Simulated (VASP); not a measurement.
# AlN (P6_3mc) in VASP: notebook, part 2 of 3

VASP 6.6.1. Earlier steps stand in the parts before.

### 3 Single point, PBE (strain -0.080 along x and y, -0.040 along z)

File INCAR:

```
PREC     = Accurate       # precision mode
ENCUT    = 520            # plane-wave cutoff, eV
EDIFF    = 1E-7           # SCF threshold, eV
ISMEAR   = 0              # smearing method
SIGMA    = 0.05           # smearing width, eV
LREAL    = F              # projectors in reciprocal space
LASPH    = T              # aspherical terms in the spheres
NELM     = 100            # most SCF steps
ALGO     = Normal         # electronic algorithm
ISIF     = 2              # what is computed and relaxed
LWAVE    = F              # write WAVECAR
LCHARG   = F              # write CHGCAR
GGA      = PE             # functional
NBANDS   = 16             # bands
```

File KPOINTS:

```
Automatic mesh
0
Gamma
  12 12 6
```

File POSCAR:

```
AlN
1.0
    2.8798203977      0.0000000000      0.0000000000
   -1.4399101989      2.4939976228      0.0000000000
    0.0000000000      0.0000000000      4.8172604684
Al N
2 2
Direct
    0.3333333333      0.6666666667      0.0017287175
    0.6666666667      0.3333333333      0.5017287175
    0.3333333333      0.6666666667      0.3832712825
    0.6666666667      0.3333333333      0.8832712825
```

Potentials or basis: VASP PAW PBE potentials, release 64 (Al, N).

The run is started by

```bash
> cat potpaw_PBE.64/Al/POTCAR potpaw_PBE.64/N/POTCAR > POTCAR
> mpirun -np 1 vasp_std > vasp.out
```

OUTCAR:

```text
PREC = Accurate
   ENCUT = 520
   EDIFF = 1E-7
   ISMEAR = 0
   LREAL = F
   LASPH = T
   NELM = 100
   ISIF = 2
   GGA = PE

 ion  position               nearest neighbor table
   1  0.333  0.667  0.002-   4 1.76   4 1.76   4 1.76   3 1.84   2 2.93   2 2.93   2 2.93   2 2.93
                             2 2.93   2 2.93
   2  0.667  0.333  0.502-   3 1.76   3 1.76   3 1.76   4 1.84   1 2.93   1 2.93   1 2.93   1 2.93
                             1 2.93   1 2.93
   3  0.333  0.667  0.383-   2 1.76   2 1.76   2 1.76   1 1.84
   4  0.667  0.333  0.883-   1 1.76   1 1.76   1 1.76   2 1.84

  LATTYP: Found a hexagonal cell.
 ALAT       =     2.8798203977
 C/A-ratio  =     1.6727642016

  Lattice vectors:

 A1 = (   2.8798203977,   0.0000000000,   0.0000000000)
 A2 = (  -1.4399101989,   2.4939976228,   0.0000000000)
 A3 = (   0.0000000000,   0.0000000000,   4.8172604684)

Analysis of symmetry for initial positions (statically):
=====================================================================
 Subroutine PRICEL returns:
 Original cell was already a primitive cell.

 Routine SETGRP: Setting up the symmetry group for a
 hexagonal supercell.

 Subroutine GETGRP returns: Found 12 space group operations
 (whereof  6 operations were pure point group operations)
 out of a pool of 24 trial point group operations.

The static configuration has the point symmetry C_3v.
 The point group associated with its full space group is C_6v.

Analysis of symmetry for dynamics (positions and initial velocities):
=====================================================================
 Subroutine PRICEL returns:
 Original cell was already a primitive cell.

 Routine SETGRP: Setting up the symmetry group for a
 hexagonal supercell.

 Subroutine GETGRP returns: Found 12 space group operations
 (whereof  6 operations were pure point group operations)
 out of a pool of 24 trial point group operations.

The dynamic configuration has the point symmetry C_3v.
 The point group associated with its full space group is C_6v.

 Subroutine INISYM returns: Found 12 space group operations
 (whereof  6 operations are pure point group operations),
 and found     1 'primitive' translations

----------------------------------------------------------------------------------------

                                     Primitive cell

  volume of cell :      34.5988

  direct lattice vectors                    reciprocal lattice vectors
     2.879820398  0.000000000  0.000000000     0.347243877  0.200481346  0.000000000
    -1.439910199  2.493997623  0.000000000     0.000000000  0.400962692  0.000000000
     0.000000000  0.000000000  4.817260468     0.000000000  0.000000000  0.207586865

  length of vectors
     2.879820398  2.879820398  4.817260468     0.400962692  0.400962692  0.207586865

  position of ions in fractional coordinates (direct lattice)
     0.333333333  0.666666667  0.001728718
     0.666666667  0.333333333  0.501728718
     0.333333333  0.666666667  0.383271282
     0.666666667  0.333333333  0.883271282

  ion indices of the primitive-cell ions
   primitive index   ion index
                 1           1
                 2           2
                 3           3
[... 29 lines left out ...]
            Coordinates               Weight
  0.000000  0.000000  0.000000      1.000000
  0.083333  0.000000  0.000000      6.000000
  0.166667  0.000000  0.000000      6.000000
  0.250000 -0.000000  0.000000      6.000000
  0.333333 -0.000000  0.000000      6.000000
  0.416667  0.000000  0.000000      6.000000
[... 16 lines left out ...]
  0.250000 -0.000000  0.166667     12.000000
  0.333333 -0.000000  0.166667     12.000000
 [... further k-points ...]
   k-points           NKPTS =     76   k-points in BZ     NKDIM =     76   number of bands    NBANDS=     16
   number of dos      NEDOS =    301   number of ions     NIONS =      4
   total plane-waves  NPLWV =  20736
   dimension x,y,z NGX =    24 NGY =   24 NGZ =   36
   dimension x,y,z NGXF=    48 NGYF=   48 NGZF=   72
   ions per type =               2   2
   NGX,Y,Z   is equivalent  to a cutoff of  13.85, 13.85, 12.42 a.u.
   NGXF,Y,Z  is equivalent  to a cutoff of  27.71, 27.71, 24.85 a.u.
 SYSTEM =  unknown system
   PREC   = accura    normal or accurate (medium, high low for compatibility)
   ISTART =      0    job   : 0-new  1-cont  2-samecut
   ICHARG =      2    charge: 1-file 2-atom 10-const
   ISPIN  =      1    spin polarized calculation?
   LNONCOLLINEAR =      F non collinear calculations
   LSORBIT =      F    spin-orbit coupling
   LASPH  =      T    aspherical Exc in radial PAW
   ENCUT  =  520.0 eV  38.22 Ry    6.18 a.u.   5.35  5.35  8.96*2*pi/ulx,y,z
   NELM   =    100;   NELMIN=  2; NELMDL= -5     # of ELM steps
   EDIFF  = 0.1E-06   stopping-criterion for ELM
   LREAL  =      F    real-space projection
   EDIFFG = 0.1E-05   stopping-criterion for IOM
   NSW    =      0    number of steps for IOM
   IBRION =     -1    ionic relax: 0-MD 1-quasi-New 2-CG
   NFREE  =      0    steps in history (QN), initial steepest desc. (CG)
   ISIF   =      2    stress and relaxation
   ISYM   =      2    0-nonsym 1-usesym 2-fastsym
   POTIM  = 0.5000    time-step for ionic-motion
   TEBEG  =    0.0;   TEEND  =   0.0 temperature during run
   PSTRESS=    0.0 pullay stress
   NELECT =      16.0000    total number of electrons
   NUPDOWN=      -1.0000    fix difference up-down
   EMIN   =  10.00;   EMAX   =-10.00  energy-range for DOS
   EFERMI =   0.00;   METHOD = LEGACY
   ISMEAR =     0;   SIGMA  =   0.05  broadening in eV -4-tet -1-fermi 0-gaus
   EFERMI_NEDOS =   21; number of points for ismear=-14 and -15
   IALGO  =     38    algorithm
   IMIX   =      4    mixing-type and parameters
     AMIX     =   0.40;   BMIX     =  1.00
     AMIX_MAG =   1.60;   BMIX_MAG =  1.00
  volume/ion in A,a.u.               =       8.65        58.37
  Fermi-wavevector in a.u.,A,eV,Ry     =   1.265982  2.392360 21.806210  1.602711
  Thomas-Fermi vector in A             =   2.399207
   LORBIT       =      0    0 simple, 1 ext, 2 COOP (PROOUT), +10 PAW based schemes
   GGA     = PE    functional components
   LHFCALC =     F    Hartree Fock is set to
   AEXX    =    0.0000 exact exchange contribution
   IVDW    =     0    specifies the selected vdW correction
   LEPSILON=     F    determine dielectric tensor
   LRPA    =     F    only Hartree local field effects (RPA)
 non-spin polarized calculation
 Gauss-broadening in eV      SIGMA  =   0.05
  energy-cutoff  :      520.00
  volume of cell :       34.60
 maximum number of plane-waves:       953
 NGX is ok and might be reduce to    24
   NGX = 11   NGY = 11   NGZ = 17

 number of electron      15.9999998 magnetization

 Free energy of the ion-electron system (eV)
  ---------------------------------------------------
  ext. energy  EPLUGINS =         0.00000000
  ---------------------------------------------------
  free energy    TOTEN  =       -28.40850032 eV

  energy without entropy =      -28.40850032  energy(sigma->0) =      -28.40850032

 E-fermi :   8.2108     XC(G=0): -11.7589

 val. band max:        7.9319331447   @ k =   0.0000   0.0000   0.0000
 cond. band min:      13.0293689657   @ k =   0.3333   0.3333   0.0000
 fundamental gap:      5.0974358210
 Fermi energy:         8.2107627144

 k-point     1 :       0.0000    0.0000    0.0000
  band No.  band energies     occupation
      1      -8.2870      2.00000
      2      -5.7317      2.00000
      3       1.0650      2.00000
      4       7.3737      2.00000
      5       7.3737      2.00000
      6       7.8951      2.00000
[... 433 lines left out ...]
      3       2.5866      2.00000
      4       3.6616      2.00000
      5       4.2977      2.00000
      6       6.3325      2.00000
[... 8 lines left out ...]
     15      22.4945      0.00000
     16      24.7236      0.00000

 [... further k-points ...]

------------------------ aborting loop because EDIFF is reached ----------------------------------------

  FORCE on cell =-STRESS in cart. coord.  units (eV):
  Direction    XX          YY          ZZ          XY          YZ          ZX
  --------------------------------------------------------------------------------------
  -------------------------------------------------------------------------------------
  Total       15.6149542     15.6149542      8.5449761     -0.0000000     -0.0000000      0.0000000
  in kB      723.0856273    723.0856274    395.6943666     -0.0000000     -0.0000000      0.0000000
  external PRESSURE =     613.9552071 kB  Pullay stress =       0.0000000 kB

 VOLUME and BASIS-vectors are now :
 -----------------------------------------------------------------------------
  energy-cutoff  :      520.00
  volume of cell :       34.60
      direct lattice vectors                 reciprocal lattice vectors
     2.879820398  0.000000000  0.000000000     0.347243877  0.200481346  0.000000000
    -1.439910199  2.493997623  0.000000000     0.000000000  0.400962692  0.000000000
     0.000000000  0.000000000  4.817260468     0.000000000  0.000000000  0.207586865

 POSITION                                       TOTAL-FORCE (eV/Angst)
 -----------------------------------------------------------------------------------
     -0.00000      1.66267      0.00833         0.000000      0.000000      0.916771
      1.43991      0.83133      2.41696         0.000000      0.000000      0.916771
     -0.00000      1.66267      1.84632         0.000000     -0.000000     -0.916771
      1.43991      0.83133      4.25495        -0.000000      0.000000     -0.916771
 -----------------------------------------------------------------------------------
    total drift:                               -0.000000      0.000000      0.000270

  FREE ENERGIE OF THE ION-ELECTRON SYSTEM (eV)
  ---------------------------------------------------
  free  energy   TOTEN  =       -28.4085003206 eV

  energy  without entropy=      -28.4085003206  energy(sigma->0) =      -28.40850032
```

Run time: 35 s. Hardware: 1 thread of Intel Xeon 6975P-C, shared host; peak memory 0.17 GiB.

What came out:

```yaml
Free_energy: -28.4085 eV
Pressure: 61.4 GPa
Largest_force: 0.917 eV/Å
Band_gap_on_the_k_mesh: 5.10 eV, indirect (least direct gap 6.05 eV)
```

Forces in eV/Å, atoms in the order of the input:
```
Al   0.000  0.000  0.917
Al   0.000  0.000  0.917
N    0.000  0.000 -0.917
N    0.000  0.000 -0.917
```

Levels at points of the mesh, in eV from the valence-band top:
```tsv
k point	band 6	band 7	band 8	band 9	band 10	band 11
(0.00, 0.00, 0.00)	-0.04	0.00	0.00	6.05	9.07	12.19
(0.50, 0.00, 0.00)	-1.95	-1.90	-0.57	6.05	6.91	10.08
(0.00, 0.00, 0.50)	-0.29	-0.29	-0.29	8.57	8.57	11.95
(0.50, 0.00, 0.50)	-1.50	-1.33	-1.33	5.94	5.94	10.56
```

Caveat: the cell differs from its parent crystal (strain -0.080 along x and y, -0.040 along z).

### 4 Single point, PBE (strain -0.080 along x and y, +0.000 along z)

File INCAR:

```
SYSTEM = AlN
  PREC = Accurate
  ENCUT = 520
  EDIFF = 1E-7
  ISMEAR = 0
  SIGMA = 0.05
  LREAL = .FALSE.
  LASPH = .TRUE.
  NELM = 100
  ALGO = Normal
  ISIF = 2
  LWAVE = .FALSE.
  LCHARG = .FALSE.
  GGA = PE
  NBANDS = 16
```

File KPOINTS:

```
regular mesh
0
G
  12 12 6
  0 0 0
```

Edit POSCAR of step 3 so:

```diff
@@ -4,3 +4,3 @@
    -1.4399101989      2.4939976228      0.0000000000
-    0.0000000000      0.0000000000      4.8172604684
+    0.0000000000      0.0000000000      5.0179796546
 Al N
```

The run is started by

```bash
> cat potpaw_PBE.64/Al/POTCAR potpaw_PBE.64/N/POTCAR > POTCAR
> mpirun -np 1 vasp_std > vasp.out
```

Wall time 39 s (1 thread of Intel Xeon 6975P-C, shared host); peak memory 0.17 GiB.

The run converged. Its results:

| Property | Result |
| --- | --- |
| Free energy | -28.6419 eV |
| Pressure | 48.1 GPa |
| Largest force | 1.443 eV/Å |
| Band gap on the k mesh | 4.85 eV, indirect (least direct gap 5.35 eV) |

Forces in eV/Å, atoms in the order of the input:
```
Al   0.000  0.000  1.443
Al   0.000  0.000  1.443
N    0.000  0.000 -1.443
N    0.000  0.000 -1.443
```

Stress tensor (GPa, compression positive):
```
65.42  0.00  0.00
 0.00 65.42  0.00
 0.00  0.00 13.40
```

Levels at points of the mesh, in eV from the valence-band top:
| k point | band 4 | band 5 | band 6 | band 7 | band 8 | band 9 | band 10 | band 11 | band 12 | band 13 |
| --- | --- | --- | --- | --- | --- | --- | --- | --- | --- | --- |
| (0.00, 0.00, 0.00) | -0.45 | -0.45 | -0.33 | 0.00 | 0.00 | 5.35 | 9.06 | 11.49 | 13.11 | 13.25 |
| (0.50, 0.00, 0.00) | -4.75 | -3.57 | -1.93 | -1.80 | -0.65 | 5.62 | 6.88 | 9.58 | 11.03 | 12.27 |
| (0.00, 0.00, 0.50) | -3.96 | -0.23 | -0.23 | -0.23 | -0.23 | 8.20 | 8.20 | 11.37 | 11.37 | 13.60 |
| (0.50, 0.00, 0.50) | -6.06 | -1.65 | -1.65 | -1.28 | -1.28 | 5.53 | 5.53 | 10.22 | 10.22 | 13.24 |

Caveat: the cell differs from its parent crystal (strain -0.080 along x and y, +0.000 along z); forces of over 1 eV/Å act on the atoms, so gaps and moduli don't describe the material at rest.

(Part 2 of 3 ends here.)
